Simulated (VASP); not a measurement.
# InP (I4/mmm) in VASP: further runs, part 3 of 3

VASP 6.6.1. Earlier steps stand in the parts before.

### 5 Single point, PBE

This run uses another cell than the first one, of the same volume but with other edges.

INCAR reads:

```
SYSTEM = InP
  PREC = Accurate
  ENCUT = 520
  EDIFF = 1E-6
  ISMEAR = 0
  SIGMA = 0.15
  LREAL = .FALSE.
  LASPH = .TRUE.
  NELM = 100
  ALGO = Normal
  ISIF = 2
  LWAVE = .FALSE.
  LCHARG = .TRUE.
  GGA = PE
  LELF = .TRUE.
  LVHAR = .TRUE.
  NBANDS = 16
```

KPOINTS reads:

```
regular mesh
0
G
  20 20 20
  0 0 0
```

POSCAR reads:

```
InP
1.0
    0.0000000000      2.6068207576      3.1281849091
    2.6068207576      0.0000000000      3.1281849091
    2.6068207576      2.6068207576      0.0000000000
In P
1 1
Direct
    0.0000000000      0.0000000000      0.0000000000
    0.5000000000      0.5000000000      0.5000000000
```

Potentials or basis: VASP PAW PBE potentials, release 64 (In_d, P).

The run is started by

```console
$ cat potpaw_PBE.64/In_d/POTCAR potpaw_PBE.64/P/POTCAR > POTCAR
$ mpirun -np 1 vasp_std > vasp.out
```

OUTCAR:

```text
SYSTEM = InP
   PREC = Accurate
   ENCUT = 520
   EDIFF = 1E-6
   ISMEAR = 0
   LREAL = .FALSE.
   LASPH = .TRUE.
   NELM = 100
   ISIF = 2
   GGA = PE

 ion  position               nearest neighbor table
   1  0.000  0.000  0.000-   2 2.61   2 2.61   2 2.61   2 2.61   2 3.13   2 3.13
   2  0.500  0.500  0.500-   1 2.61   1 2.61   1 2.61   1 2.61   1 3.13   1 3.13

  LATTYP: Found a body centered tetragonal cell.
 ALAT       =     3.6866012701
 C/A-ratio  =     1.6970562748

  Lattice vectors:

 A1 = (  -2.6068207576,   0.0000000000,   3.1281849091)
 A2 = (   2.6068207576,   0.0000000000,   3.1281849091)
 A3 = (   0.0000000000,   2.6068207576,  -3.1281849091)

Analysis of symmetry for initial positions (statically):
=====================================================================
 Subroutine PRICEL returns:
 Original cell was already a primitive cell.

 Routine SETGRP: Setting up the symmetry group for a
 body centered tetragonal supercell.

 Subroutine GETGRP returns: Found 16 space group operations
 (whereof 16 operations were pure point group operations)
 out of a pool of 16 trial point group operations.

The static configuration has the point symmetry D_4h.

Analysis of symmetry for dynamics (positions and initial velocities):
=====================================================================
 Subroutine PRICEL returns:
 Original cell was already a primitive cell.

 Routine SETGRP: Setting up the symmetry group for a
 body centered tetragonal supercell.

 Subroutine GETGRP returns: Found 16 space group operations
 (whereof 16 operations were pure point group operations)
 out of a pool of 16 trial point group operations.

The dynamic configuration has the point symmetry D_4h.

 Subroutine INISYM returns: Found 16 space group operations
 (whereof 16 operations are pure point group operations),
 and found     1 'primitive' translations

----------------------------------------------------------------------------------------

                                     Primitive cell

[... 106 lines left out ...]
   EFERMI_NEDOS =   21; number of points for ismear=-14 and -15
   IALGO  =     38    algorithm
   IMIX   =      4    mixing-type and parameters
     AMIX     =   0.40;   BMIX     =  1.00
     AMIX_MAG =   1.60;   BMIX_MAG =  1.00
  volume/ion in A,a.u.               =      21.26       143.45
  Fermi-wavevector in a.u.,A,eV,Ry     =   1.229280  2.323002 20.560156  1.511129
  Thomas-Fermi vector in A             =   2.364173
   LORBIT       =      0    0 simple, 1 ext, 2 COOP (PROOUT), +10 PAW based schemes
   GGA     = PE    functional components
   LHFCALC =     F    Hartree Fock is set to
   AEXX    =    0.0000 exact exchange contribution
   IVDW    =     0    specifies the selected vdW correction
   LEPSILON=     F    determine dielectric tensor
   LRPA    =     F    only Hartree local field effects (RPA)
 non-spin polarized calculation
 Gauss-broadening in eV      SIGMA  =   0.15
  energy-cutoff  :      520.00
  volume of cell :       42.52
 maximum number of plane-waves:      1167
   NGX = 15   NGY = 15   NGZ = 13

 number of electron      18.0000000 magnetization

 Free energy of the ion-electron system (eV)
  ---------------------------------------------------
  ext. energy  EPLUGINS =         0.00000000
  ---------------------------------------------------
  free energy    TOTEN  =        -7.66865445 eV

  energy without entropy =       -7.65876554  energy(sigma->0) =       -7.66370999

 E-fermi :   7.0489     XC(G=0): -10.3444

 val. band max:        7.0441943672   @ k =  -0.3000   0.2500   0.0500
 cond. band min:       7.0493448700   @ k =   0.2500   0.0500   0.1000
 fundamental gap:      0.0051505028
 Fermi energy:         7.0488739512

 k-point     1 :       0.0000    0.0000    0.0000
  band No.  band energies     occupation
      1      -7.4436      2.00000
      2      -7.3458      2.00000
      3      -7.3132      2.00000
      4      -7.2471      2.00000
      5      -7.2471      2.00000
      6      -5.0208      2.00000
[... 433 lines left out ...]
      3      -7.2878      2.00000
      4      -7.2102      2.00000
      5      -7.1927      2.00000
      6      -3.5377      2.00000
[... 8 lines left out ...]
     15      16.8389      0.00000
     16      18.6423      0.00000

 [... further k-points ...]
[... 5 lines left out ...]
  --------------------------------------------------------------------------------------
  -------------------------------------------------------------------------------------
  Total        2.4601819      2.4601819     -1.4878652      0.0000000     -0.0000000      0.0000000
  in kB       92.7113798     92.7113798    -56.0698528      0.0000000     -0.0000000      0.0000000
  external PRESSURE =      43.1176356 kB  Pullay stress =       0.0000000 kB

 VOLUME and BASIS-vectors are now :
 -----------------------------------------------------------------------------
  energy-cutoff  :      520.00
  volume of cell :       42.52
      direct lattice vectors                 reciprocal lattice vectors
     0.000000000  2.606820758  3.128184909    -0.191804518  0.191804518  0.159837099
     2.606820758  0.000000000  3.128184909     0.191804518 -0.191804518  0.159837099
     2.606820758  2.606820758  0.000000000     0.191804518  0.191804518 -0.159837099

 POSITION                                       TOTAL-FORCE (eV/Angst)
 -----------------------------------------------------------------------------------
      0.00000      0.00000      0.00000         0.000000      0.000000      0.000000
      2.60682      2.60682      3.12818        -0.000000     -0.000000     -0.000000
 -----------------------------------------------------------------------------------
    total drift:                               -0.000000      0.000000      0.000000

  FREE ENERGIE OF THE ION-ELECTRON SYSTEM (eV)
  ---------------------------------------------------
  free  energy   TOTEN  =        -7.6686544454 eV

  energy  without entropy=       -7.6587655359  energy(sigma->0) =       -7.66370999
```

OSZICAR:

```text
N       E                     dE             d eps       ncg     rms          rms(c)
DAV:   1     0.109670261312E+03    0.10967E+03   -0.85233E+03 20752   0.132E+03
DAV:   2    -0.127539754046E+01   -0.11095E+03   -0.10605E+03 23424   0.308E+02
DAV:   3    -0.786882577735E+01   -0.65934E+01   -0.65225E+01 26576   0.716E+01
DAV:   4    -0.802893299020E+01   -0.16011E+00   -0.16005E+00 26640   0.114E+01
DAV:   5    -0.803621476186E+01   -0.72818E-02   -0.72816E-02 30336   0.214E+00    0.531E+00
DAV:   6    -0.768666664789E+01    0.34955E+00   -0.60127E-01 30872   0.137E+01    0.306E+00
DAV:   7    -0.766973105144E+01    0.16936E-01   -0.11022E-01 30000   0.291E+00    0.124E+00
DAV:   8    -0.766859650272E+01    0.11345E-02   -0.98762E-03 27576   0.126E+00    0.257E-01
DAV:   9    -0.766864159289E+01   -0.45090E-04   -0.92678E-04 32928   0.464E-01    0.121E-01
DAV:  10    -0.766864260868E+01   -0.10158E-05   -0.70868E-05 25568   0.723E-02    0.608E-02
DAV:  11    -0.766865437971E+01   -0.11771E-04   -0.21781E-05 26528   0.352E-02    0.126E-02
DAV:  12    -0.766865444542E+01   -0.65714E-07   -0.31318E-06 25752   0.232E-02
   1 F= -.76686544E+01 E0= -.76637100E+01  d E =-.988891E-02
```

stdout:

```text
POSCAR found type information on POSCAR InP
 POSCAR found :  2 types and       2 ions
 scaLAPACK will be used
 LDA part: xc-table for (Slater+PW92), standard interpolation
 POSCAR, INCAR and KPOINTS ok, starting setup
 FFT: planning ... GRIDC
 FFT: planning ... GRID_SOFT
 FFT: planning ... GRID
 WAVECAR not read
 entering main loop
```

It took 4.3 min on 1 thread of Intel Xeon Platinum 8488C (Sapphire Rapids), shared host; peak memory 0.51 GiB.

Results:

| Quantity | Value |
| --- | --- |
| Free energy | -7.6687 eV |
| Pressure | 4.3 GPa |
| Band gap on the k mesh | zero (band 9 reaches 7.69 eV, above the bottom of band 10 at 5.35 eV) |

Caveat: spin-orbit coupling is left out, which moves the levels of the heavy elements.

### 6 Overview

```tsv
cell	gap on the mesh (eV)	pressure (GPa)
a = 3.808, b = 3.808, c = 4.398 Å, angles 54.7, 54.7, 70.5°, 2 atoms	none	21.9
a = 4.274, b = 4.274, c = 3.490 Å, angles 65.9, 65.9, 48.2°, 2 atoms	none	15.6
a = 3.838, b = 3.838, c = 4.136 Å, angles 57.4, 57.4, 65.2°, 2 atoms	none	4.2
a = 4.072, b = 4.072, c = 3.687 Å, angles 63.1, 63.1, 53.8°, 2 atoms	none	4.3
```

Alike in all rows: task single point; level PBE; potentials or basis VASP PAW PBE potentials, release 64 (In_d, P); no spin polarisation; k mesh 20 × 20 × 20; cutoff (eV) 520; smearing gaussian 0.15 eV.

Caveats: spin-orbit coupling is left out, which moves the levels of the heavy elements.

Absolute energies hang on the potentials; compare differences alone.
